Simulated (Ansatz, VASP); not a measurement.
# ZnO in VASP and in Ansatz

```
Zn O
1.0
     3.35100    0.00000    0.00000
    -1.67550    2.90205    0.00000
     0.00000    0.00000    5.22600
Zn O
2 2
Direct
  0.33333 0.66667 0.00000
  0.66667 0.33333 0.50000
  0.33333 0.66667 0.37500
  0.66667 0.33333 0.87500
```

Alike in both runs: task single point; functional PBE; k mesh 8 × 8 × 5; no spin polarisation.

|  | VASP | Ansatz |
| --- | --- | --- |
| version | VASP 6.6.1 | Ansatz 0.2.0 |
| potentials or method | VASP PAW PBE potentials, release 64 (Zn, O), cutoff 600 eV | PAW, plane waves, scalar-relativistic |
| occupations | gaussian, width 0.01 eV | fixed |
| valence electrons in the cell | 36 | 36 |

```tsv
	VASP	Ansatz	Ansatz less VASP
pressure (GPa)	-2.6	-3.2	-0.62
traceless stress, the component that is largest in VASP (GPa)	5.60	5.35	-0.257
rms of the force components (eV/Å)	0.237	0.220	-0.0165
```

Atom by atom the forces differ by 0.016 eV/Å (rms over components).
